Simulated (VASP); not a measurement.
# BAs (F-43m) in VASP: notebook

The runs below take BAs through single point, with PBE.

All numbers are computed with VASP 6.6.1; they aren't measurements. Logs are shortened: lines on timing, memory, paths and dates and some standing lists are left out, and cuts for length are marked.

### Step 1. The cell of the first run

It takes space group F-43m (No. 216, cubic). Conventional cell: a = 4.777 Å, b = 4.777 Å, c = 4.777 Å, α = 90.00°, β = 90.00°, γ = 90.00°. Within 2.7 Å of B (site symmetry -43m) lie 4 As at 2.07 Å. Within 2.7 Å of As (site symmetry -43m) lie 4 B at 2.07 Å.

### Step 2. Single point, PBE

Contents of INCAR:

```
ALGO = Normal
EDIFF = 1E-6
ENCUT = 500
GGA = PE
GGA_COMPAT = F
ISIF = 2
ISMEAR = 0
LASPH = T
LCHARG = F
LREAL = F
LWAVE = F
NBANDS = 11
NELM = 120
PREC = Accurate
SIGMA = 0.01
```

Contents of KPOINTS:

```
k-points
0
Gamma
  2 2 2
```

Contents of POSCAR:

```
BAs
1.0
    0.0000000000      2.3885000000      2.3885000000
    2.3885000000      0.0000000000      2.3885000000
    2.3885000000      2.3885000000      0.0000000000
B As
1 1
Direct
    0.0000000000      0.0000000000      0.0000000000
    0.2500000000      0.2500000000      0.2500000000
```

Potentials or basis: VASP PAW PBE potentials, release 64 (B, As).

Run with:

```console
$ cat potpaw_PBE.64/B/POTCAR potpaw_PBE.64/As/POTCAR > POTCAR
$ mpirun -np 1 vasp_std > vasp.out
```

OUTCAR:

```text
EDIFF = 1E-6
   ENCUT = 500
   GGA = PE
   ISIF = 2
   ISMEAR = 0
   LASPH = T
   LREAL = F
   NELM = 120
   PREC = Accurate

 ion  position               nearest neighbor table
   1  0.000  0.000  0.000-   2 2.07   2 2.07   2 2.07   2 2.07
   2  0.250  0.250  0.250-   1 2.07   1 2.07   1 2.07   1 2.07

  LATTYP: Found a face centered cubic cell.
 ALAT       =     4.7770000000

  Lattice vectors:

 A1 = (   0.0000000000,   2.3885000000,   2.3885000000)
 A2 = (   2.3885000000,   0.0000000000,   2.3885000000)
 A3 = (   2.3885000000,   2.3885000000,   0.0000000000)

Analysis of symmetry for initial positions (statically):
=====================================================================
 Subroutine PRICEL returns:
 Original cell was already a primitive cell.

 Routine SETGRP: Setting up the symmetry group for a
 face centered cubic supercell.

 Subroutine GETGRP returns: Found 24 space group operations
 (whereof 24 operations were pure point group operations)
 out of a pool of 48 trial point group operations.

The static configuration has the point symmetry T_d .

Analysis of symmetry for dynamics (positions and initial velocities):
=====================================================================
 Subroutine PRICEL returns:
 Original cell was already a primitive cell.

 Routine SETGRP: Setting up the symmetry group for a
 face centered cubic supercell.

 Subroutine GETGRP returns: Found 24 space group operations
 (whereof 24 operations were pure point group operations)
 out of a pool of 48 trial point group operations.

The dynamic configuration has the point symmetry T_d .

 Subroutine INISYM returns: Found 24 space group operations
 (whereof 24 operations are pure point group operations),
 and found     1 'primitive' translations

----------------------------------------------------------------------------------------

                                     Primitive cell

  volume of cell :      27.2525

  direct lattice vectors                    reciprocal lattice vectors
     0.000000000  2.388500000  2.388500000    -0.209336404  0.209336404  0.209336404
     2.388500000  0.000000000  2.388500000     0.209336404 -0.209336404  0.209336404
     2.388500000  2.388500000  0.000000000     0.209336404  0.209336404 -0.209336404

  length of vectors
     3.377849094  3.377849094  3.377849094     0.362581287  0.362581287  0.362581287

  position of ions in fractional coordinates (direct lattice)
     0.000000000  0.000000000  0.000000000
     0.250000000  0.250000000  0.250000000

  ion indices of the primitive-cell ions
   primitive index   ion index
                 1           1
                 2           2

----------------------------------------------------------------------------------------

 KPOINTS: k-points

Automatic generation of k-mesh.
 Grid dimensions read from file:
 generate k-points for:    2    2    2

 Generating k-lattice:

  Cartesian coordinates                     Fractional coordinates (reciprocal lattice)
    -0.104668202  0.104668202  0.104668202     0.500000000  0.000000000  0.000000000
     0.104668202 -0.104668202  0.104668202     0.000000000  0.500000000  0.000000000
     0.104668202  0.104668202 -0.104668202     0.000000000  0.000000000  0.500000000

  Length of vectors
     0.181290643  0.181290643  0.181290643

  Shift w.r.t. Gamma in fractional coordinates (k-lattice)
     0.000000000  0.000000000  0.000000000

 Subroutine IBZKPT returns following result:
 ===========================================

 Found      3 irreducible k-points:

 Following reciprocal coordinates:
            Coordinates               Weight
  0.000000  0.000000  0.000000      1.000000
  0.500000  0.000000  0.000000      4.000000
  0.500000  0.500000  0.000000      3.000000
   k-points           NKPTS =      3   k-points in BZ     NKDIM =      3   number of bands    NBANDS=     11
   number of dos      NEDOS =    301   number of ions     NIONS =      2
   total plane-waves  NPLWV =  21952
   dimension x,y,z NGX =    28 NGY =   28 NGZ =   28
   dimension x,y,z NGXF=    56 NGYF=   56 NGZF=   56
   ions per type =               1   1
   NGX,Y,Z   is equivalent  to a cutoff of  13.78, 13.78, 13.78 a.u.
   NGXF,Y,Z  is equivalent  to a cutoff of  27.56, 27.56, 27.56 a.u.
 SYSTEM =  unknown system
   PREC   = accura    normal or accurate (medium, high low for compatibility)
   ISTART =      0    job   : 0-new  1-cont  2-samecut
   ICHARG =      2    charge: 1-file 2-atom 10-const
   ISPIN  =      1    spin polarized calculation?
   LNONCOLLINEAR =      F non collinear calculations
   LSORBIT =      F    spin-orbit coupling
   LASPH  =      T    aspherical Exc in radial PAW
   ENCUT  =  500.0 eV  36.75 Ry    6.06 a.u.   6.16  6.16  6.16*2*pi/ulx,y,z
   NELM   =    120;   NELMIN=  2; NELMDL= -5     # of ELM steps
   EDIFF  = 0.1E-05   stopping-criterion for ELM
   LREAL  =      F    real-space projection
   EDIFFG = 0.1E-04   stopping-criterion for IOM
   NSW    =      0    number of steps for IOM
   IBRION =     -1    ionic relax: 0-MD 1-quasi-New 2-CG
   NFREE  =      0    steps in history (QN), initial steepest desc. (CG)
   ISIF   =      2    stress and relaxation
   ISYM   =      2    0-nonsym 1-usesym 2-fastsym
   POTIM  = 0.5000    time-step for ionic-motion
   TEBEG  =    0.0;   TEEND  =   0.0 temperature during run
   PSTRESS=    0.0 pullay stress
   NELECT =       8.0000    total number of electrons
   NUPDOWN=      -1.0000    fix difference up-down
   EMIN   =  10.00;   EMAX   =-10.00  energy-range for DOS
   EFERMI =   0.00;   METHOD = LEGACY
   ISMEAR =     0;   SIGMA  =   0.01  broadening in eV -4-tet -1-fermi 0-gaus
   EFERMI_NEDOS =   21; number of points for ismear=-14 and -15
   IALGO  =     38    algorithm
   IMIX   =      4    mixing-type and parameters
     AMIX     =   0.40;   BMIX     =  1.00
     AMIX_MAG =   1.60;   BMIX_MAG =  1.00
  volume/ion in A,a.u.               =      13.63        91.95
  Fermi-wavevector in a.u.,A,eV,Ry     =   1.088018  2.056057 16.106360  1.183784
  Thomas-Fermi vector in A             =   2.224191
   LORBIT       =      0    0 simple, 1 ext, 2 COOP (PROOUT), +10 PAW based schemes
   GGA     = PE    functional components
   LHFCALC =     F    Hartree Fock is set to
   AEXX    =    0.0000 exact exchange contribution
   IVDW    =     0    specifies the selected vdW correction
   LEPSILON=     F    determine dielectric tensor
   LRPA    =     F    only Hartree local field effects (RPA)
 non-spin polarized calculation
 Gauss-broadening in eV      SIGMA  =   0.01
  energy-cutoff  :      500.00
  volume of cell :       27.25
 maximum number of plane-waves:       701
 NGX is ok and might be reduce to    28
   NGX = 13   NGY = 13   NGZ = 13

 number of electron       8.0000000 magnetization

 Free energy of the ion-electron system (eV)
  ---------------------------------------------------
  ext. energy  EPLUGINS =         0.00000000
  ---------------------------------------------------
  free energy    TOTEN  =        -8.50890597 eV

  energy without entropy =       -8.50890597  energy(sigma->0) =       -8.50890597

 E-fermi :   6.5262     XC(G=0): -10.4072

 val. band max:        6.4605836622   @ k =   0.0000   0.0000   0.0000
 cond. band min:       7.7423009541   @ k =   0.5000   0.5000   0.0000
 fundamental gap:      1.2817172919
 Fermi energy:         6.5262191694

 k-point     1 :       0.0000    0.0000    0.0000
  band No.  band energies     occupation
      1      -9.0454      2.00000
      2       6.4606      2.00000
      3       6.4606      2.00000
      4       6.4606      2.00000
      5       9.6010      0.00000
      6       9.6010      0.00000
      7       9.6010      0.00000
      8      11.1754      0.00000
      9      15.9754      0.00000
     10      19.2012      0.00000
     11      19.2012      0.00000

 k-point     2 :       0.5000    0.0000    0.0000
  band No.  band energies     occupation
      1      -6.1584      2.00000
      2      -2.4275      2.00000
      3       4.5986      2.00000
      4       4.5986      2.00000
      5       9.1113      0.00000
      6      11.0915      0.00000
      7      11.0915      0.00000
      8      15.2352      0.00000
      9      19.2021      0.00000
     10      20.8982      0.00000
     11      20.8982      0.00000

 k-point     3 :       0.5000    0.5000    0.0000
  band No.  band energies     occupation
      1      -4.8433      2.00000
      2      -2.1291      2.00000
      3       2.2970      2.00000
      4       2.2970      2.00000
      5       7.7423      0.00000
      6       7.7809      0.00000
      7      17.8174      0.00000
      8      17.8174      0.00000
      9      19.4050      0.00000
     10      23.6866      0.00000
     11      24.1681      0.00000

------------------------ aborting loop because EDIFF is reached ----------------------------------------

  FORCE on cell =-STRESS in cart. coord.  units (eV):
  Direction    XX          YY          ZZ          XY          YZ          ZX
  --------------------------------------------------------------------------------------
  -------------------------------------------------------------------------------------
  Total        2.6268706      2.6268706      2.6268706      0.0000000     -0.0000000     -0.0000000
  in kB      154.4342145    154.4342145    154.4342145      0.0000000     -0.0000000     -0.0000000
  external PRESSURE =     154.4342145 kB  Pullay stress =       0.0000000 kB

 VOLUME and BASIS-vectors are now :
 -----------------------------------------------------------------------------
  energy-cutoff  :      500.00
  volume of cell :       27.25
      direct lattice vectors                 reciprocal lattice vectors
     0.000000000  2.388500000  2.388500000    -0.209336404  0.209336404  0.209336404
     2.388500000  0.000000000  2.388500000     0.209336404 -0.209336404  0.209336404
     2.388500000  2.388500000  0.000000000     0.209336404  0.209336404 -0.209336404

 POSITION                                       TOTAL-FORCE (eV/Angst)
 -----------------------------------------------------------------------------------
      0.00000      0.00000      0.00000        -0.000000     -0.000000     -0.000000
      1.19425      1.19425      1.19425         0.000000      0.000000      0.000000
 -----------------------------------------------------------------------------------
    total drift:                               -0.000000     -0.000000     -0.000000

  FREE ENERGIE OF THE ION-ELECTRON SYSTEM (eV)
  ---------------------------------------------------
  free  energy   TOTEN  =        -8.5089059655 eV

  energy  without entropy=       -8.5089059655  energy(sigma->0) =       -8.50890597
```

It took 2.8 s on 1 thread of Intel Xeon Platinum 8375C at 2.90GHz (Ice Lake), shared host; peak memory 0.15 GiB.

What came out:

```
Free energy            : -8.5089 eV
Pressure               : 15.4 GPa
Band gap on the k mesh : 1.28 eV, indirect (least direct gap 3.14 eV)
```

Caveat: the k points lie up to 1.14 Å⁻¹ apart.

(Part 1 of 2 ends here.)
